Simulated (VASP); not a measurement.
# Pd (Fm-3m) in VASP: notebook

Aim: see how the results for Pd move with the level of theory and the settings. Levels: PBEsol, PBEsol+U. Tasks: single point.

Everything below comes from runs of VASP 6.6.1. Logs are shortened: lines on timing, memory, paths and dates and some standing lists are left out, and cuts for length are marked.

## 1. The cell of the first run

It takes space group Fm-3m (No. 225, cubic). The conventional cell has a = 3.876 Å, b = 3.876 Å, c = 3.876 Å, α = 90.00°, β = 90.00°, γ = 90.00°. Pd (site symmetry m-3m) has 12 Pd at 2.74 Å within 3.6 Å.

## 2. Single point, PBEsol

INCAR reads:

```
SYSTEM = Pd
ALGO = Normal
EDIFF = 1E-7
ENCUT = 520
GGA = PS
ISIF = 2
ISMEAR = -1
LASPH = .TRUE.
LCHARG = .FALSE.
LREAL = .FALSE.
LWAVE = .FALSE.
NBANDS = 11
NELM = 100
PREC = Accurate
SIGMA = 0.05
```

KPOINTS reads:

```
k-points
0
G
  19 19 19
  0 0 0
```

POSCAR reads:

```
Pd
1.0
    0.0000000000      1.9382040014      1.9382040014
    1.9382040014      0.0000000000      1.9382040014
    1.9382040014      1.9382040014      0.0000000000
Pd
1
Direct
    0.0000000000      0.0000000000      0.0000000000
```

Potentials or basis: VASP PAW PBE potentials, release 64 (Pd).

Launch:

```console
cat potpaw_PBE.64/Pd/POTCAR > POTCAR
mpirun -np 1 vasp_std > vasp.out
```

OUTCAR:

```text
SYSTEM = Pd
   EDIFF = 1E-7
   ENCUT = 520
   GGA = PS
   ISIF = 2
   ISMEAR = -1
   LASPH = .TRUE.
   LREAL = .FALSE.
   NELM = 100
   PREC = Accurate

 ion  position               nearest neighbor table
   1  0.000  0.000  0.000-

  LATTYP: Found a face centered cubic cell.
 ALAT       =     3.8764080028

  Lattice vectors:

 A1 = (   0.0000000000,   1.9382040014,   1.9382040014)
 A2 = (   1.9382040014,   0.0000000000,   1.9382040014)
 A3 = (   1.9382040014,   1.9382040014,   0.0000000000)

Analysis of symmetry for initial positions (statically):
=====================================================================
 Subroutine PRICEL returns:
 Original cell was already a primitive cell.

 Routine SETGRP: Setting up the symmetry group for a
 face centered cubic supercell.

 Subroutine GETGRP returns: Found 48 space group operations
 (whereof 48 operations were pure point group operations)
 out of a pool of 48 trial point group operations.

The static configuration has the point symmetry O_h .

Analysis of symmetry for dynamics (positions and initial velocities):
=====================================================================
 Subroutine PRICEL returns:
 Original cell was already a primitive cell.

 Routine SETGRP: Setting up the symmetry group for a
 face centered cubic supercell.

 Subroutine GETGRP returns: Found 48 space group operations
 (whereof 48 operations were pure point group operations)
 out of a pool of 48 trial point group operations.

The dynamic configuration has the point symmetry O_h .

 Subroutine INISYM returns: Found 48 space group operations
 (whereof 48 operations are pure point group operations),
 and found     1 'primitive' translations

----------------------------------------------------------------------------------------

                                     Primitive cell

  volume of cell :      14.5622

  direct lattice vectors                    reciprocal lattice vectors
     0.000000000  1.938204001  1.938204001    -0.257970781  0.257970781  0.257970781
     1.938204001  0.000000000  1.938204001     0.257970781 -0.257970781  0.257970781
     1.938204001  1.938204001  0.000000000     0.257970781  0.257970781 -0.257970781

  length of vectors
     2.741034385  2.741034385  2.741034385     0.446818500  0.446818500  0.446818500

  position of ions in fractional coordinates (direct lattice)
     0.000000000  0.000000000  0.000000000

  ion indices of the primitive-cell ions
   primitive index   ion index
                 1           1

----------------------------------------------------------------------------------------

 KPOINTS: k-points

Automatic generation of k-mesh.
 Grid dimensions read from file:
 generate k-points for:   19   19   19

 Generating k-lattice:

  Cartesian coordinates                     Fractional coordinates (reciprocal lattice)
    -0.013577410  0.013577410  0.013577410     0.052631579  0.000000000  0.000000000
     0.013577410 -0.013577410  0.013577410     0.000000000  0.052631579  0.000000000
     0.013577410  0.013577410 -0.013577410     0.000000000  0.000000000  0.052631579

  Length of vectors
     0.023516763  0.023516763  0.023516763

  Shift w.r.t. Gamma in fractional coordinates (k-lattice)
     0.000000000  0.000000000  0.000000000

 Subroutine IBZKPT returns following result:
 ===========================================

 Found    220 irreducible k-points:

 Following reciprocal coordinates:
            Coordinates               Weight
  0.000000  0.000000  0.000000      1.000000
  0.052632  0.000000  0.000000      8.000000
  0.105263  0.000000  0.000000      8.000000
  0.157895  0.000000  0.000000      8.000000
  0.210526  0.000000  0.000000      8.000000
  0.263158  0.000000  0.000000      8.000000
[... 16 lines left out ...]
 -0.315789  0.052632  0.000000     24.000000
 -0.263158  0.052632  0.000000     24.000000
 [... further k-points ...]
   k-points           NKPTS =    220   k-points in BZ     NKDIM =    220   number of bands    NBANDS=     11
   number of dos      NEDOS =    301   number of ions     NIONS =      1
   total plane-waves  NPLWV =   8000
   dimension x,y,z NGX =    20 NGY =   20 NGZ =   20
   dimension x,y,z NGXF=    40 NGYF=   40 NGZF=   40
   ions per type =               1
   NGX,Y,Z   is equivalent  to a cutoff of  12.13, 12.13, 12.13 a.u.
   NGXF,Y,Z  is equivalent  to a cutoff of  24.26, 24.26, 24.26 a.u.
 SYSTEM =  Pd
   PREC   = accura    normal or accurate (medium, high low for compatibility)
   ISTART =      0    job   : 0-new  1-cont  2-samecut
   ICHARG =      2    charge: 1-file 2-atom 10-const
   ISPIN  =      1    spin polarized calculation?
   LNONCOLLINEAR =      F non collinear calculations
   LSORBIT =      F    spin-orbit coupling
   LASPH  =      T    aspherical Exc in radial PAW
   ENCUT  =  520.0 eV  38.22 Ry    6.18 a.u.   5.10  5.10  5.10*2*pi/ulx,y,z
   NELM   =    100;   NELMIN=  2; NELMDL= -5     # of ELM steps
   EDIFF  = 0.1E-06   stopping-criterion for ELM
   LREAL  =      F    real-space projection
   EDIFFG = 0.1E-05   stopping-criterion for IOM
   NSW    =      0    number of steps for IOM
   IBRION =     -1    ionic relax: 0-MD 1-quasi-New 2-CG
   NFREE  =      0    steps in history (QN), initial steepest desc. (CG)
   ISIF   =      2    stress and relaxation
   ISYM   =      2    0-nonsym 1-usesym 2-fastsym
   POTIM  = 0.5000    time-step for ionic-motion
   TEBEG  =    0.0;   TEEND  =   0.0 temperature during run
   PSTRESS=    0.0 pullay stress
   NELECT =      10.0000    total number of electrons
   NUPDOWN=      -1.0000    fix difference up-down
   EMIN   =  10.00;   EMAX   =-10.00  energy-range for DOS
   EFERMI =   0.00;   METHOD = LEGACY
   ISMEAR =    -1;   SIGMA  =   0.05  broadening in eV -4-tet -1-fermi 0-gaus
   EFERMI_NEDOS =   21; number of points for ismear=-14 and -15
   IALGO  =     38    algorithm
   IMIX   =      4    mixing-type and parameters
     AMIX     =   0.40;   BMIX     =  1.00
     AMIX_MAG =   1.60;   BMIX_MAG =  1.00
  volume/ion in A,a.u.               =      14.56        98.27
  Fermi-wavevector in a.u.,A,eV,Ry     =   1.444326  2.729381 28.382824  2.086079
  Thomas-Fermi vector in A             =   2.562634
   LORBIT       =      0    0 simple, 1 ext, 2 COOP (PROOUT), +10 PAW based schemes
   GGA     = PS    functional components
   LHFCALC =     F    Hartree Fock is set to
   AEXX    =    0.0000 exact exchange contribution
   IVDW    =     0    specifies the selected vdW correction
   LEPSILON=     F    determine dielectric tensor
   LRPA    =     F    only Hartree local field effects (RPA)
 non-spin polarized calculation
  energy-cutoff  :      520.00
  volume of cell :       14.56
 maximum number of plane-waves:       400
   NGX = 11   NGY = 11   NGZ = 11

 number of electron      10.0000002 magnetization

 Free energy of the ion-electron system (eV)
  ---------------------------------------------------
  ext. energy  EPLUGINS =         0.00000000
  ---------------------------------------------------
  free energy    TOTEN  =        -5.96760587 eV

  energy without entropy =       -5.94807510  energy(sigma->0) =       -5.95784048

 E-fermi :   9.8588     XC(G=0): -13.4593

 val. band max:        9.8556707705   @ k =  -0.4211   0.4211   0.1579
 cond. band min:       9.8596663056   @ k =  -0.4737   0.4211   0.1053
 fundamental gap:      0.0039955351
 Fermi energy:         9.8587996716

 k-point     1 :       0.0000    0.0000    0.0000
  band No.  band energies     occupation
      1       2.4982      2.00000
      2       6.9301      2.00000
      3       6.9301      2.00000
      4       6.9301      2.00000
      5       8.5965      2.00000
      6       8.5965      2.00000
      7      26.9710      0.00000
      8      31.8136      0.00000
      9      31.8136      0.00000
     10      31.8136      0.00000
     11      35.9034      0.00000

 k-point     2 :       0.0526    0.0000    0.0000
  band No.  band energies     occupation
      1       2.6004      2.00000
      2       6.8924      2.00000
      3       6.9663      2.00000
      4       6.9663      2.00000
      5       8.5786      2.00000
      6       8.5786      2.00000
      7      27.0844      0.00000
      8      31.1205      0.00000
      9      31.9339      0.00000
     10      31.9339      0.00000
     11      35.9478      0.00000

 k-point     3 :       0.1053    0.0000    0.0000
  band No.  band energies     occupation
      1       2.8972      2.00000
      2       6.7961      2.00000
      3       7.0625      2.00000
      4       7.0625      2.00000
      5       8.5391      2.00000
      6       8.5391      2.00000
      7      27.3548      0.00000
      8      29.6798      0.00000
      9      32.2782      0.00000
     10      32.2782      0.00000
     11      35.9782      0.00000

 k-point     4 :       0.1579    0.0000    0.0000
  band No.  band energies     occupation
      1       3.3518      2.00000
      2       6.6949      2.00000
      3       7.1773      2.00000
      4       7.1773      2.00000
      5       8.5233      2.00000
      6       8.5233      2.00000
      7      27.2860      0.00000
      8      28.3889      0.00000
      9      32.7903      0.00000
     10      32.7903      0.00000
     11      36.0063      0.00000
[... 239 lines left out ...]
 k-point    22 :      -0.3684    0.0526    0.0000
  band No.  band energies     occupation
      1       4.5473      2.00000
      2       6.9561      2.00000
      3       7.0359      2.00000
      4       8.5904      2.00000
      5       9.3564      1.99991
      6      10.1816      0.00314
      7      19.5452      0.00000
      8      26.8465      0.00000
      9      30.7616      0.00000
     10      32.3128      0.00000
     11      35.9471      0.00000

 k-point    23 :      -0.3158    0.0526    0.0000
  band No.  band energies     occupation
      1       4.5741      2.00000
      2       7.0606      2.00000
      3       7.1372      2.00000
      4       7.7764      2.00000
      5       9.0160      2.00000
      6       9.6517      1.96870
      7      21.3917      0.00000
      8      27.3037      0.00000
      9      31.3119      0.00000
     10      33.5500      0.00000
     11      35.6744      0.00000

 k-point    24 :      -0.2632    0.0526    0.0000
  band No.  band energies     occupation
      1       4.4697      2.00000
      2       6.9857      2.00000
      3       7.2339      2.00000
      4       7.2427      2.00000
      5       8.6812      2.00000
      6       9.2400      1.99999
      7      23.3379      0.00000
      8      27.7949      0.00000
      9      31.9175      0.00000
     10      34.8441      0.00000
     11      34.9411      0.00000

 [... further k-points ...]

------------------------ aborting loop because EDIFF is reached ----------------------------------------

  FORCE on cell =-STRESS in cart. coord.  units (eV):
  Direction    XX          YY          ZZ          XY          YZ          ZX
  --------------------------------------------------------------------------------------
  -------------------------------------------------------------------------------------
  Total       -0.0306183     -0.0306183     -0.0306183      0.0000000      0.0000000      0.0000000
  in kB       -3.3687026     -3.3687026     -3.3687026      0.0000000      0.0000000      0.0000000
  external PRESSURE =      -3.3687026 kB  Pullay stress =       0.0000000 kB

 VOLUME and BASIS-vectors are now :
 -----------------------------------------------------------------------------
  energy-cutoff  :      520.00
  volume of cell :       14.56
      direct lattice vectors                 reciprocal lattice vectors
     0.000000000  1.938204001  1.938204001    -0.257970781  0.257970781  0.257970781
     1.938204001  0.000000000  1.938204001     0.257970781 -0.257970781  0.257970781
     1.938204001  1.938204001  0.000000000     0.257970781  0.257970781 -0.257970781

 POSITION                                       TOTAL-FORCE (eV/Angst)
 -----------------------------------------------------------------------------------
      0.00000      0.00000      0.00000         0.000000      0.000000      0.000000
 -----------------------------------------------------------------------------------
    total drift:                                0.000000      0.000000      0.000000

  FREE ENERGIE OF THE ION-ELECTRON SYSTEM (eV)
  ---------------------------------------------------
  free  energy   TOTEN  =        -5.9676058669 eV

  energy  without entropy=       -5.9480751003  energy(sigma->0) =       -5.95784048
```

Run time: 16 s. Hardware: 1 thread of Intel Xeon Platinum 8488C (Sapphire Rapids), shared host; peak memory 0.15 GiB.

Results:

- Free energy: -5.9676 eV
- Pressure: -0.3 GPa
- Band gap on the k mesh: zero (band 5 reaches 10.13 eV, above the bottom of band 6 at 8.52 eV)

Levels at points of the mesh, in eV from the Fermi level:
```csv
k point,band 3,band 4,band 5,band 6,band 7,band 8
"(0.00, 0.00, 0.00)",-2.93,-2.93,-1.26,-1.26,17.11,21.95
```

Caveat: the PAW data sets were made with another functional, which shifts forces and pressure a little.

## 3. Single point, PBEsol+U

This run uses another cell than the first one, of 13.83 Å³/atom, 0.950 times its volume.

INCAR reads:

```
SYSTEM = Pd
  PREC = Accurate
  ENCUT = 520
  EDIFF = 1E-6
  ISMEAR = -1
  SIGMA = 0.05
  LREAL = .FALSE.
  LASPH = .TRUE.
  NELM = 150
  ALGO = Normal
  ISIF = 2
  LWAVE = .FALSE.
  LCHARG = .FALSE.
  LMAXMIX = 4
  LDAU = .TRUE.
  LDAUTYPE = 2
  LDAUL = 2
  LDAUU = 6
  LDAUJ = 0
  LDAUPRINT = 1
  GGA = PS
  NBANDS = 11
```

KPOINTS reads:

```
regular mesh
0
G
  19 19 19
  0 0 0
```

POSCAR reads:

```
Pd
1.0
    0.0000000000      1.9053467386      1.9053467386
    1.9053467386      0.0000000000      1.9053467386
    1.9053467386      1.9053467386      0.0000000000
Pd
1
Direct
    0.0000000000      0.0000000000      0.0000000000
```

Potentials or basis: VASP PAW PBE potentials, release 64 (Pd).

Launch:

```console
cat potpaw_PBE.64/Pd/POTCAR > POTCAR
mpirun -np 1 vasp_std > vasp.out
```

Run time: 17 s. Hardware: 1 thread of Intel Xeon Platinum 8488C (Sapphire Rapids), shared host; peak memory 0.15 GiB.

It converged, with:

* Free energy: -2.9792 eV
* Pressure: -12.4 GPa
* Band gap on the k mesh: zero (band 5 reaches 8.93 eV, above the bottom of band 6 at 6.78 eV)

Levels at points of the mesh, in eV from the Fermi level:
```
           k point  band 1  band 2  band 3  band 4  band 5  band 6  band 7  band 8  band 9  band 10
(0.00, 0.00, 0.00)   -5.58   -3.28   -3.28   -3.28   -1.79   -1.79   19.34   24.43   24.43    24.43
```

Eigenvalues of the final occupation matrices:
```csv
site,spin,trace,eigenvalues
site 1 d,1,4.64,0.90 0.90 0.90 0.97 0.97
site 1 d,2,4.64,0.90 0.90 0.90 0.97 0.97
```

Caveat: the PAW data sets were made with another functional, which shifts forces and pressure a little; U without spin polarisation on a metal has little footing; the U is typed as a test and isn't derived for this compound.
